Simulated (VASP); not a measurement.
# Cu in VASP: a series of runs

Cu is run at these levels: PBEsol; tasks: single point.

All numbers are computed with VASP 6.6.1; they aren't measurements. Logs are shortened: lines on timing, memory, paths and dates and some standing lists are left out, and cuts for length are marked.

### Step 1. The cell of the first run

The cell holds a wire with vacuum, 2 atoms: a = 9.000 Å, b = 9.300 Å, c = 4.507 Å, α = 90.00°, β = 90.00°, γ = 90.00°.

### Step 2. Single point, PBEsol, collinear spin, ferromagnetic start

Contents of INCAR:

```
SYSTEM = Cu
PREC = Accurate
ENCUT = 520
EDIFF = 1E-6
ISMEAR = 0
SIGMA = 0.05
LREAL = .False.
LASPH = .True.
NELM = 150
ALGO = Normal
ISIF = 2
LWAVE = .False.
LCHARG = .False.
ISPIN = 2
MAGMOM = 0.5 0.5
LORBIT = 11
LMAXMIX = 4
GGA = PS
NBANDS = 22
```

Contents of KPOINTS:

```
regular mesh
0
Gamma
  1 1 14
  0 0 0
```

Contents of POSCAR:

```
Cu
1.0
    9.0000000000      0.0000000000      0.0000000000
    0.0000000000      9.3000000000      0.0000000000
    0.0000000000      0.0000000000      4.5067769020
Cu
2
Direct
    0.5000000000      0.5000000000     -0.0174933926
    0.5000000000      0.5000000000      0.4824933926
```

Potentials or basis: VASP PAW PBE potentials, release 64 (Cu).

Started as:

```console
cat potpaw_PBE.64/Cu/POTCAR > POTCAR
mpirun -np 1 vasp_std > vasp.out
```

OUTCAR:

```text
SYSTEM = Cu
   PREC = Accurate
   ENCUT = 520
   EDIFF = 1E-6
   ISMEAR = 0
   LREAL = .False.
   LASPH = .True.
   NELM = 150
   ISIF = 2
   ISPIN = 2
   LORBIT = 11
   GGA = PS

 ion  position               nearest neighbor table
   1  0.500  0.500  0.983-   2 2.25   2 2.25
   2  0.500  0.500  0.482-   1 2.25   1 2.25

  LATTYP: Found a simple orthorhombic cell.
 ALAT       =     4.5067769020
 B/A-ratio  =     1.9969925727
 C/A-ratio  =     2.0635589918

  Lattice vectors:

 A1 = (   0.0000000000,   0.0000000000,   4.5067769020)
 A2 = (   9.0000000000,   0.0000000000,   0.0000000000)
 A3 = (   0.0000000000,   9.3000000000,   0.0000000000)

Analysis of symmetry for initial positions (statically):
=====================================================================
 Subroutine PRICEL returns:
 Original cell was already a primitive cell.

 Routine SETGRP: Setting up the symmetry group for a
 simple orthorhombic supercell.

 Subroutine GETGRP returns: Found  8 space group operations
 (whereof  4 operations were pure point group operations)
 out of a pool of  8 trial point group operations.

The static configuration has the point symmetry C_2v.
 The point group associated with its full space group is D_2h.

Analysis of symmetry for dynamics (positions and initial velocities):
=====================================================================
 Subroutine PRICEL returns:
 Original cell was already a primitive cell.

 Routine SETGRP: Setting up the symmetry group for a
 simple orthorhombic supercell.

 Subroutine GETGRP returns: Found  8 space group operations
 (whereof  4 operations were pure point group operations)
 out of a pool of  8 trial point group operations.

The dynamic configuration has the point symmetry C_2v.
 The point group associated with its full space group is D_2h.

Analysis of structural, dynamic, and magnetic symmetry:
=====================================================================
 Subroutine PRICEL returns:
 Original cell was already a primitive cell.

 Routine SETGRP: Setting up the symmetry group for a
 simple orthorhombic supercell.

 Subroutine GETGRP returns: Found  8 space group operations
 (whereof  4 operations were pure point group operations)
 out of a pool of  8 trial point group operations.

The overall configuration has the point symmetry C_2v.
 The point group associated with its full space group is D_2h.

 Subroutine INISYM returns: Found  8 space group operations
 (whereof  4 operations are pure point group operations),
 and found     1 'primitive' translations

----------------------------------------------------------------------------------------

                                     Primitive cell

  volume of cell :     377.2172

  direct lattice vectors                    reciprocal lattice vectors
     9.000000000  0.000000000  0.000000000     0.111111111  0.000000000  0.000000000
     0.000000000  9.300000000  0.000000000     0.000000000  0.107526882  0.000000000
     0.000000000  0.000000000  4.506776902     0.000000000  0.000000000  0.221888064

  length of vectors
     9.000000000  9.300000000  4.506776902     0.111111111  0.107526882  0.221888064

  position of ions in fractional coordinates (direct lattice)
     0.500000000  0.500000000  0.982506607
     0.500000000  0.500000000  0.482493393

  ion indices of the primitive-cell ions
   primitive index   ion index
                 1           1
                 2           2

----------------------------------------------------------------------------------------

 KPOINTS: regular mesh

Automatic generation of k-mesh.
 Grid dimensions read from file:
 generate k-points for:    1    1   14

 Generating k-lattice:

  Cartesian coordinates                     Fractional coordinates (reciprocal lattice)
     0.111111111  0.000000000  0.000000000     1.000000000  0.000000000  0.000000000
     0.000000000  0.107526882  0.000000000     0.000000000  1.000000000  0.000000000
     0.000000000  0.000000000  0.015849147     0.000000000  0.000000000  0.071428571

  Length of vectors
     0.111111111  0.107526882  0.015849147

  Shift w.r.t. Gamma in fractional coordinates (k-lattice)
     0.000000000  0.000000000  0.000000000

 Subroutine IBZKPT returns following result:
 ===========================================

 Found      8 irreducible k-points:

 Following reciprocal coordinates:
            Coordinates               Weight
  0.000000  0.000000  0.000000      1.000000
  0.000000  0.000000  0.071429      2.000000
  0.000000  0.000000  0.142857      2.000000
  0.000000  0.000000  0.214286      2.000000
  0.000000  0.000000  0.285714      2.000000
  0.000000  0.000000  0.357143      2.000000
  0.000000  0.000000  0.428571      2.000000
  0.000000  0.000000  0.500000      1.000000
   k-points           NKPTS =      8   k-points in BZ     NKDIM =      8   number of bands    NBANDS=     22
   number of dos      NEDOS =    301   number of ions     NIONS =      2
   total plane-waves  NPLWV = 176400
   dimension x,y,z NGX =    70 NGY =   70 NGZ =   36
   dimension x,y,z NGXF=   140 NGYF=  140 NGZF=   72
   ions per type =               2
   NGX,Y,Z   is equivalent  to a cutoff of  12.93, 12.51, 13.28 a.u.
   NGXF,Y,Z  is equivalent  to a cutoff of  25.86, 25.03, 26.56 a.u.
 SYSTEM =  Cu
   PREC   = accura    normal or accurate (medium, high low for compatibility)
   ISTART =      0    job   : 0-new  1-cont  2-samecut
   ICHARG =      2    charge: 1-file 2-atom 10-const
   ISPIN  =      2    spin polarized calculation?
   LNONCOLLINEAR =      F non collinear calculations
   LSORBIT =      F    spin-orbit coupling
   LASPH  =      T    aspherical Exc in radial PAW
   ENCUT  =  520.0 eV  38.22 Ry    6.18 a.u.  16.73 17.29  8.38*2*pi/ulx,y,z
   NELM   =    150;   NELMIN=  2; NELMDL= -5     # of ELM steps
   EDIFF  = 0.1E-05   stopping-criterion for ELM
   LREAL  =      F    real-space projection
   EDIFFG = 0.1E-04   stopping-criterion for IOM
   NSW    =      0    number of steps for IOM
   IBRION =     -1    ionic relax: 0-MD 1-quasi-New 2-CG
   NFREE  =      0    steps in history (QN), initial steepest desc. (CG)
   ISIF   =      2    stress and relaxation
   ISYM   =      2    0-nonsym 1-usesym 2-fastsym
   POTIM  = 0.5000    time-step for ionic-motion
   TEBEG  =    0.0;   TEEND  =   0.0 temperature during run
   PSTRESS=    0.0 pullay stress
   NELECT =      22.0000    total number of electrons
   NUPDOWN=      -1.0000    fix difference up-down
   EMIN   =  10.00;   EMAX   =-10.00  energy-range for DOS
   EFERMI =   0.00;   METHOD = LEGACY
   ISMEAR =     0;   SIGMA  =   0.05  broadening in eV -4-tet -1-fermi 0-gaus
   EFERMI_NEDOS =   21; number of points for ismear=-14 and -15
   IALGO  =     38    algorithm
   IMIX   =      4    mixing-type and parameters
     AMIX     =   0.40;   BMIX     =  1.00
     AMIX_MAG =   1.60;   BMIX_MAG =  1.00
  volume/ion in A,a.u.               =     188.61      1272.79
  Fermi-wavevector in a.u.,A,eV,Ry     =   0.634871  1.199731  5.483974  0.403061
  Thomas-Fermi vector in A             =   1.699012
   LORBIT       =     11    0 simple, 1 ext, 2 COOP (PROOUT), +10 PAW based schemes
   GGA     = PS    functional components
   LHFCALC =     F    Hartree Fock is set to
   AEXX    =    0.0000 exact exchange contribution
   IVDW    =     0    specifies the selected vdW correction
   LEPSILON=     F    determine dielectric tensor
   LRPA    =     F    only Hartree local field effects (RPA)
 spin polarized calculation
 Gauss-broadening in eV      SIGMA  =   0.05
  energy-cutoff  :      520.00
  volume of cell :      377.22
 maximum number of plane-waves:     10199
 NGX is ok and might be reduce to    70
   NGX = 33   NGY = 35   NGZ = 17

 number of electron      22.0000007 magnetization       0.0399496

 number of electron      22.0000007 magnetization      -0.1428449

 Free energy of the ion-electron system (eV)
  ---------------------------------------------------
  ext. energy  EPLUGINS =         0.00000000
  ---------------------------------------------------
  free energy    TOTEN  =        -3.88801780 eV

  energy without entropy =       -3.88308997  energy(sigma->0) =       -3.88555389

 E-fermi :  -4.5430     XC(G=0):  -2.1123

 val. band max:       -4.5723737293   @ k =   0.0000   0.0000   0.0714
 cond. band min:      -4.5352411964   @ k =   0.0000   0.0000   0.0000
 fundamental gap:      0.0371325330
 Fermi energy:        -4.5429870594

 spin component 1

 k-point     1 :       0.0000    0.0000    0.0000
  band No.  band energies     occupation
      1      -8.0197      1.00000
      2      -6.3420      1.00000
      3      -6.3420      1.00000
      4      -5.6466      1.00000
      5      -5.4286      1.00000
      6      -5.4283      1.00000
[... 14 lines left out ...]
     21       2.9388      0.00000
     22       4.6770      0.00000
[... 151 lines left out ...]
 k-point     8 :       0.0000    0.0000    0.5000
  band No.  band energies     occupation
      1      -6.0116      1.00000
      2      -6.0113      1.00000
      3      -5.6073      1.00000
      4      -5.6072      1.00000
      5      -5.6070      1.00000
      6      -5.6070      1.00000
[... 14 lines left out ...]
     21       4.4213      0.00000
     22       4.4213      0.00000
 Fermi energy:        -4.5429870594

 spin component 2

 k-point     1 :       0.0000    0.0000    0.0000
  band No.  band energies     occupation
      1      -8.0416      1.00000
      2      -6.4458      1.00000
      3      -6.4458      1.00000
      4      -5.6691      1.00000
      5      -5.4779      1.00000
      6      -5.4776      1.00000
[... 14 lines left out ...]
     21       2.9107      0.00000
     22       4.6781      0.00000
[... 152 lines left out ...]
  band No.  band energies     occupation
      1      -6.0476      1.00000
      2      -6.0473      1.00000
      3      -5.7149      1.00000
      4      -5.7149      1.00000
      5      -5.7147      1.00000
      6      -5.7147      1.00000
[... 14 lines left out ...]
     21       4.3975      0.00000
     22       4.3975      0.00000

------------------------ aborting loop because EDIFF is reached ----------------------------------------

  FORCE on cell =-STRESS in cart. coord.  units (eV):
  Direction    XX          YY          ZZ          XY          YZ          ZX
  --------------------------------------------------------------------------------------
  -------------------------------------------------------------------------------------
  Total       -0.0211412     -0.0173545      0.1620845      0.0000000      0.0000000      0.0000000
  in kB       -0.0897942     -0.0737108      0.6884311      0.0000000      0.0000000      0.0000000
  external PRESSURE =       0.1749754 kB  Pullay stress =       0.0000000 kB

 VOLUME and BASIS-vectors are now :
 -----------------------------------------------------------------------------
  energy-cutoff  :      520.00
  volume of cell :      377.22
      direct lattice vectors                 reciprocal lattice vectors
     9.000000000  0.000000000  0.000000000     0.111111111  0.000000000  0.000000000
     0.000000000  9.300000000  0.000000000     0.000000000  0.107526882  0.000000000
     0.000000000  0.000000000  4.506776902     0.000000000  0.000000000  0.221888064

 POSITION                                       TOTAL-FORCE (eV/Angst)
 -----------------------------------------------------------------------------------
      4.50000      4.65000      4.42794         0.000000      0.000000     -0.000678
      4.50000      4.65000      2.17449         0.000000      0.000000      0.000678
 -----------------------------------------------------------------------------------
    total drift:                                0.000000      0.000000     -0.000184

  FREE ENERGIE OF THE ION-ELECTRON SYSTEM (eV)
  ---------------------------------------------------
  free  energy   TOTEN  =        -3.8880178007 eV

  energy  without entropy=       -3.8830899729  energy(sigma->0) =       -3.88555389

 total charge

# of ion       s       p       d       tot
------------------------------------------
    1        0.496   0.101   9.298   9.896
    2        0.496   0.101   9.298   9.896
--------------------------------------------------
tot          0.993   0.202  18.596  19.791

 magnetization (x)

# of ion       s       p       d       tot
------------------------------------------
    1       -0.000   0.001  -0.076  -0.075
    2       -0.000   0.001  -0.076  -0.075
--------------------------------------------------
tot         -0.000   0.001  -0.151  -0.150
```

Wall time 4 min (1 thread of Intel Xeon 6975P-C, shared host); peak memory 0.58 GiB.

What came out:

| Item | Value |
| --- | --- |
| Free energy | -3.8880 eV |
| Net moment | -0.14 μB per cell |
| Site moments | Cu -0.07 μB |
| Valence electrons inside the program's atomic spheres | Cu 9.90 |

Caveat: the PAW data sets were made with another functional, which shifts forces and pressure a little.

### Step 3. Single point, PBEsol, collinear spin, ferromagnetic start

Contents of INCAR:

```
SYSTEM = Cu
ALGO = Normal
EDIFF = 1E-6
ENCUT = 520
GGA = PS
ISIF = 2
ISMEAR = 0
ISPIN = 2
ISYM = 0
LASPH = .TRUE.
LCHARG = .FALSE.
LMAXMIX = 4
LORBIT = 11
LREAL = .FALSE.
LWAVE = .FALSE.
MAGMOM = 0.5 0.5
NBANDS = 22
NELM = 150
PREC = Accurate
SIGMA = 0.05
```

Contents of KPOINTS:

```
Automatic mesh
0
Gamma
  1 1 14
  0 0 0.5
```

POSCAR is that of step 2.

Potentials or basis: VASP PAW PBE potentials, release 64 (Cu).

Started as:

```console
cat potpaw_PBE.64/Cu/POTCAR > POTCAR
mpirun -np 1 vasp_std > vasp.out
```

OUTCAR:

```text
SYSTEM = Cu
   EDIFF = 1E-6
   ENCUT = 520
   GGA = PS
   ISIF = 2
   ISMEAR = 0
   ISPIN = 2
   ISYM = 0
   LASPH = .TRUE.
   LORBIT = 11
   LREAL = .FALSE.
   NELM = 150
   PREC = Accurate

 ion  position               nearest neighbor table
   1  0.500  0.500  0.983-   2 2.25   2 2.25
   2  0.500  0.500  0.482-   1 2.25   1 2.25

IMPORTANT INFORMATION: All symmetrisations will be switched off!
NOSYMM: (Re-)initialisation of all symmetry stuff for point group C_1.

----------------------------------------------------------------------------------------

                                     Primitive cell

  volume of cell :     377.2172

  direct lattice vectors                    reciprocal lattice vectors
     9.000000000  0.000000000  0.000000000     0.111111111  0.000000000  0.000000000
     0.000000000  9.300000000  0.000000000     0.000000000  0.107526882  0.000000000
     0.000000000  0.000000000  4.506776902     0.000000000  0.000000000  0.221888064

  length of vectors
     9.000000000  9.300000000  4.506776902     0.111111111  0.107526882  0.221888064

  position of ions in fractional coordinates (direct lattice)
[... 474 lines left out ...]
------------------------ aborting loop because EDIFF is reached ----------------------------------------

  FORCE on cell =-STRESS in cart. coord.  units (eV):
  Direction    XX          YY          ZZ          XY          YZ          ZX
  --------------------------------------------------------------------------------------
  -------------------------------------------------------------------------------------
  Total       -0.0599987     -0.0564115      0.1904472     -0.0000012     -0.0000003     -0.0000004
  in kB       -0.2548360     -0.2396000      0.8088978     -0.0000051     -0.0000013     -0.0000015
  external PRESSURE =       0.1048206 kB  Pullay stress =       0.0000000 kB

 VOLUME and BASIS-vectors are now :
 -----------------------------------------------------------------------------
  energy-cutoff  :      520.00
  volume of cell :      377.22
      direct lattice vectors                 reciprocal lattice vectors
     9.000000000  0.000000000  0.000000000     0.111111111  0.000000000  0.000000000
     0.000000000  9.300000000  0.000000000     0.000000000  0.107526882  0.000000000
     0.000000000  0.000000000  4.506776902     0.000000000  0.000000000  0.221888064

 POSITION                                       TOTAL-FORCE (eV/Angst)
 -----------------------------------------------------------------------------------
      4.50000      4.65000      4.42794        -0.000000      0.000000     -0.000661
      4.50000      4.65000      2.17449         0.000000     -0.000000      0.000661
 -----------------------------------------------------------------------------------
    total drift:                                0.000000     -0.000000      0.000709

  FREE ENERGIE OF THE ION-ELECTRON SYSTEM (eV)
  ---------------------------------------------------
  free  energy   TOTEN  =        -3.8783098064 eV

  energy  without entropy=       -3.8707931782  energy(sigma->0) =       -3.87455149

 total charge

# of ion       s       p       d       tot
------------------------------------------
    1        0.493   0.101   9.303   9.897
    2        0.493   0.101   9.303   9.897
--------------------------------------------------
tot          0.986   0.203  18.607  19.795

 magnetization (x)

# of ion       s       p       d       tot
------------------------------------------
    1       -0.011  -0.002  -0.065  -0.078
    2       -0.011  -0.002  -0.065  -0.078
--------------------------------------------------
tot         -0.023  -0.004  -0.129  -0.156
```

OSZICAR:

```text
N       E                     dE             d eps       ncg     rms          rms(c)
DAV:   1     0.134898740188E+03    0.13490E+03   -0.60924E+03   616   0.691E+02
[... 18 lines left out ...]
DAV:  20    -0.387826700048E+01   -0.15631E-03   -0.28708E-05   648   0.420E-02    0.147E-02
DAV:  21    -0.387829001742E+01   -0.23017E-04   -0.52752E-06   612   0.242E-02    0.703E-03
DAV:  22    -0.387829349458E+01   -0.34772E-05   -0.34847E-07   528   0.639E-03    0.535E-03
DAV:  23    -0.387830310973E+01   -0.96151E-05   -0.13101E-06   584   0.112E-02    0.655E-03
DAV:  24    -0.387830680132E+01   -0.36916E-05   -0.54435E-07   536   0.762E-03    0.297E-03
DAV:  25    -0.387830961015E+01   -0.28088E-05   -0.58942E-07   540   0.800E-03    0.692E-03
DAV:  26    -0.387830980640E+01   -0.19624E-06   -0.25836E-07   520   0.748E-03
   1 F= -.38783098E+01 E0= -.38745515E+01  d E =-.751663E-02  mag=    -0.1849
```

stdout:

```text
POSCAR found type information on POSCAR Cu
 POSCAR found :  1 types and       2 ions
 scaLAPACK will be used
 -----------------------------------------------------------------------------
|                                                                             |
|                                                                             |
|     You enforced a specific xc type in the INCAR file but a different       |
|     I HOPE YOU KNOW WHAT YOU ARE DOING!                                     |
|                                                                             |
 -----------------------------------------------------------------------------

 LDA part: xc-table for (Slater+PW92), standard interpolation
 POSCAR, INCAR and KPOINTS ok, starting setup
 FFT: planning ... GRIDC
 FFT: planning ... GRID_SOFT
 FFT: planning ... GRID
 WAVECAR not read
 entering main loop
```

It took 4.4 min on 1 thread of Intel Xeon 6975P-C, shared host; peak memory 0.58 GiB.

Results:

```yaml
Free_energy: -3.8783 eV
Net_moment: -0.18 μB per cell
Site_moments: Cu -0.08 μB
Valence_electrons_inside_the_program's_atomic_spheres: Cu 9.90
```

Caveat: the PAW data sets were made with another functional, which shifts forces and pressure a little.

(Continued in part 2 of 2.)
